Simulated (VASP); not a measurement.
# Fe3Ge (Pm-3m) in VASP: single point with PBEsol

Aim: the single point of Fe3Ge with PBEsol.

Everything below comes from runs of VASP 6.6.1. Logs are shortened: lines on timing, memory, paths and dates and some standing lists are left out, and cuts for length are marked.

## 1. The cell of the first run

Symmetry: Pm-3m, No. 221, cubic system. Conventional cell: a = 3.868 Å, b = 3.868 Å, c = 3.868 Å, α = 90.00°, β = 90.00°, γ = 90.00°. Fe (site symmetry 4/mmm) has 8 Fe at 2.74 Å and 4 Ge at 2.74 Å within 3.6 Å. Within 3.6 Å of Ge (site symmetry m-3m) lie 12 Fe at 2.74 Å.

## 2. Single point, PBEsol, collinear spin, ferromagnetic start (14.47 Å³/atom)

INCAR

```
PREC = Accurate
ENCUT = 520
EDIFF = 1E-6
ISMEAR = -1
SIGMA = 0.03
LREAL = False
LASPH = True
NELM = 150
ALGO = Normal
ISIF = 2
LWAVE = False
LCHARG = False
ISPIN = 2
MAGMOM = 3 3 3 0
LORBIT = 11
LMAXMIX = 4
GGA = PS
NBANDS = 31
```

KPOINTS

```
regular mesh
0
Gamma
  9 9 9
```

POSCAR

```
Fe3Ge
1.0
    3.8681307176      0.0000000000      0.0000000000
    0.0000000000      3.8681307176      0.0000000000
    0.0000000000      0.0000000000      3.8681307176
Fe Ge
3 1
Direct
    0.0000000000      0.5000000000      0.5000000000
    0.5000000000      0.5000000000      0.0000000000
    0.5000000000      0.0000000000      0.5000000000
    0.0000000000      0.0000000000      0.0000000000
```

Potentials or basis: VASP PAW PBE potentials, release 64 (Fe, Ge_d).

Launch:

```console
cat potpaw_PBE.64/Fe/POTCAR potpaw_PBE.64/Ge_d/POTCAR > POTCAR
mpirun -np 1 vasp_std > vasp.out
```

OUTCAR:

```text
PREC = Accurate
   ENCUT = 520
   EDIFF = 1E-6
   ISMEAR = -1
   LREAL = False
   LASPH = True
   NELM = 150
   ISIF = 2
   ISPIN = 2
   LORBIT = 11
   GGA = PS

 ion  position               nearest neighbor table
   1  0.000  0.500  0.500-   2 2.74   3 2.74   4 2.74   2 2.74   4 2.74   3 2.74   4 2.74   4 2.74
                             2 2.74   3 2.74   2 2.74   3 2.74
   2  0.500  0.500  0.000-   1 2.74   3 2.74   4 2.74   1 2.74   3 2.74   3 2.74   4 2.74   3 2.74
                             1 2.74   4 2.74   1 2.74   4 2.74
   3  0.500  0.000  0.500-   1 2.74   2 2.74   4 2.74   2 2.74   4 2.74   1 2.74   2 2.74   2 2.74
                             1 2.74   4 2.74   4 2.74   1 2.74
   4  0.000  0.000  0.000-   1 2.74   2 2.74   3 2.74   1 2.74   3 2.74   1 2.74   2 2.74   1 2.74
                             2 2.74   3 2.74   3 2.74   2 2.74

  LATTYP: Found a simple cubic cell.
 ALAT       =     3.8681307176

  Lattice vectors:

 A1 = (   3.8681307176,   0.0000000000,   0.0000000000)
 A2 = (   0.0000000000,   3.8681307176,   0.0000000000)
 A3 = (   0.0000000000,   0.0000000000,   3.8681307176)

Analysis of symmetry for initial positions (statically):
=====================================================================
 Subroutine PRICEL returns:
 Original cell was already a primitive cell.

 Routine SETGRP: Setting up the symmetry group for a
 simple cubic supercell.

 Subroutine GETGRP returns: Found 48 space group operations
 (whereof 48 operations were pure point group operations)
 out of a pool of 48 trial point group operations.

The static configuration has the point symmetry O_h .

Analysis of symmetry for dynamics (positions and initial velocities):
=====================================================================
 Subroutine PRICEL returns:
 Original cell was already a primitive cell.

 Routine SETGRP: Setting up the symmetry group for a
 simple cubic supercell.

 Subroutine GETGRP returns: Found 48 space group operations
 (whereof 48 operations were pure point group operations)
 out of a pool of 48 trial point group operations.

The dynamic configuration has the point symmetry O_h .

Analysis of structural, dynamic, and magnetic symmetry:
=====================================================================
 Subroutine PRICEL returns:
 Original cell was already a primitive cell.

 Routine SETGRP: Setting up the symmetry group for a
 simple cubic supercell.
[... 128 lines left out ...]
     AMIX     =   0.40;   BMIX     =  1.00
     AMIX_MAG =   1.60;   BMIX_MAG =  1.00
  volume/ion in A,a.u.               =      14.47        97.64
  Fermi-wavevector in a.u.,A,eV,Ry     =   1.422880  2.688853 27.546178  2.024587
  Thomas-Fermi vector in A             =   2.543537
   LORBIT       =     11    0 simple, 1 ext, 2 COOP (PROOUT), +10 PAW based schemes
   GGA     = PS    functional components
   LHFCALC =     F    Hartree Fock is set to
   AEXX    =    0.0000 exact exchange contribution
   IVDW    =     0    specifies the selected vdW correction
   LEPSILON=     F    determine dielectric tensor
   LRPA    =     F    only Hartree local field effects (RPA)
 spin polarized calculation
  energy-cutoff  :      520.00
  volume of cell :       57.88
 maximum number of plane-waves:      1572
 NGX is ok and might be reduce to    30
   NGX = 15   NGY = 15   NGZ = 15

 number of electron      37.9999995 magnetization       7.7442704

 Free energy of the ion-electron system (eV)
  ---------------------------------------------------
  ext. energy  EPLUGINS =         0.00000000
  ---------------------------------------------------
  free energy    TOTEN  =       -31.09326628 eV

  energy without entropy =      -31.08552958  energy(sigma->0) =      -31.08939793

 E-fermi :   5.4854     XC(G=0): -12.1770

 val. band max:        5.4730924367   @ k =   0.3333   0.2222   0.2222
 cond. band min:       5.4944759589   @ k =   0.1111   0.1111   0.0000
 fundamental gap:      0.0213835222
 Fermi energy:         5.4854398775

 spin component 1

 k-point     1 :       0.0000    0.0000    0.0000
  band No.  band energies     occupation
      1     -18.9560      1.00000
      2     -18.9560      1.00000
      3     -18.9541      1.00000
      4     -18.9541      1.00000
      5     -18.9541      1.00000
      6      -5.4744      1.00000
[... 805 lines left out ...]
     30      14.6408      0.00000
     31      15.2494      0.00000

 [... further k-points ...]

 spin component 2

 k-point     1 :       0.0000    0.0000    0.0000
  band No.  band energies     occupation
      1     -18.9758      1.00000
      2     -18.9758      1.00000
      3     -18.9727      1.00000
      4     -18.9727      1.00000
      5     -18.9727      1.00000
      6      -5.4320      1.00000
[... 805 lines left out ...]
     30      15.2813      0.00000
     31      15.5980      0.00000

 [... further k-points ...]
[... 5 lines left out ...]
  --------------------------------------------------------------------------------------
  -------------------------------------------------------------------------------------
  Total       -8.6142477     -8.6142477     -8.6142477      0.0000000     -0.0000000      0.0000000
  in kB     -238.4649253   -238.4649253   -238.4649253      0.0000000     -0.0000000      0.0000000
  external PRESSURE =    -238.4649253 kB  Pullay stress =       0.0000000 kB

 VOLUME and BASIS-vectors are now :
 -----------------------------------------------------------------------------
  energy-cutoff  :      520.00
  volume of cell :       57.88
      direct lattice vectors                 reciprocal lattice vectors
     3.868130718  0.000000000  0.000000000     0.258522804  0.000000000  0.000000000
     0.000000000  3.868130718  0.000000000     0.000000000  0.258522804  0.000000000
     0.000000000  0.000000000  3.868130718     0.000000000  0.000000000  0.258522804

 POSITION                                       TOTAL-FORCE (eV/Angst)
 -----------------------------------------------------------------------------------
      0.00000      1.93407      1.93407         0.000000      0.000000      0.000000
      1.93407      1.93407      0.00000         0.000000      0.000000      0.000000
      1.93407      0.00000      1.93407         0.000000      0.000000      0.000000
      0.00000      0.00000      0.00000         0.000000      0.000000      0.000000
 -----------------------------------------------------------------------------------
    total drift:                                0.000000      0.000000     -0.000000

  FREE ENERGIE OF THE ION-ELECTRON SYSTEM (eV)
  ---------------------------------------------------
  free  energy   TOTEN  =       -31.0932662806 eV

  energy  without entropy=      -31.0855295818  energy(sigma->0) =      -31.08939793

 total charge

# of ion       s       p       d       tot
------------------------------------------
    1        0.380   0.382   6.155   6.918
    2        0.380   0.382   6.155   6.918
    3        0.380   0.382   6.155   6.918
    4        1.095   1.149  10.047  12.291
--------------------------------------------------
tot          2.235   2.296  28.513  33.045

 magnetization (x)

# of ion       s       p       d       tot
------------------------------------------
    1        0.001  -0.014   2.648   2.636
    2        0.001  -0.014   2.648   2.636
    3        0.001  -0.014   2.648   2.636
    4        0.012  -0.131   0.000  -0.119
--------------------------------------------------
tot          0.016  -0.173   7.945   7.788
```

OSZICAR:

```text
N       E                     dE             d eps       ncg     rms          rms(c)
DAV:   1     0.298502076921E+03    0.29850E+03   -0.16257E+04  4854   0.247E+03
DAV:   2     0.663506416513E+01   -0.29187E+03   -0.27386E+03  4340   0.525E+02
DAV:   3    -0.330777824012E+02   -0.39713E+02   -0.37612E+02  4879   0.145E+02
DAV:   4    -0.346697841213E+02   -0.15920E+01   -0.15890E+01  4935   0.346E+01
DAV:   5    -0.346929140863E+02   -0.23130E-01   -0.23129E-01  4915   0.376E+00    0.179E+01
DAV:   6    -0.335056888461E+02    0.11872E+01   -0.32309E+01  5120   0.726E+01    0.182E+01
DAV:   7    -0.310958797882E+02    0.24098E+01   -0.78287E+00  4890   0.381E+01    0.595E+00
DAV:   8    -0.311211591368E+02   -0.25279E-01   -0.29137E-01  4820   0.365E+00    0.281E+00
DAV:   9    -0.310942355991E+02    0.26924E-01   -0.66661E-02  5748   0.252E+00    0.113E+00
DAV:  10    -0.310930872374E+02    0.11484E-02   -0.51543E-03  5456   0.748E-01    0.569E-01
DAV:  11    -0.310932566694E+02   -0.16943E-03   -0.25330E-03  6097   0.564E-01    0.927E-02
DAV:  12    -0.310932664891E+02   -0.98197E-05   -0.11683E-04  5027   0.889E-02    0.461E-02
DAV:  13    -0.310932638833E+02    0.26058E-05   -0.12319E-05  5097   0.403E-02    0.186E-02
DAV:  14    -0.310932662662E+02   -0.23829E-05   -0.29507E-06  4567   0.166E-02    0.102E-02
DAV:  15    -0.310932662806E+02   -0.14415E-07   -0.19465E-07  2527   0.534E-03
   1 F= -.31093266E+02 E0= -.31089398E+02  d E =-.773670E-02  mag=     7.7451
```

Run time: 72 s. Hardware: 1 thread of Intel Xeon Platinum 8559C (Emerald Rapids), shared host; peak memory 0.24 GiB.

Results:

| Item | Value |
| --- | --- |
| Free energy | -31.0933 eV |
| Pressure | -23.8 GPa |
| Net moment | 7.74 μB per cell |
| Site moments | Fe +2.64; Ge -0.12 μB |
| Valence electrons inside the program's atomic spheres | Fe 6.92; Ge 12.29 |

Caveat: the cell stands under tension; the PAW data sets were made with another functional, which shifts forces and pressure a little.
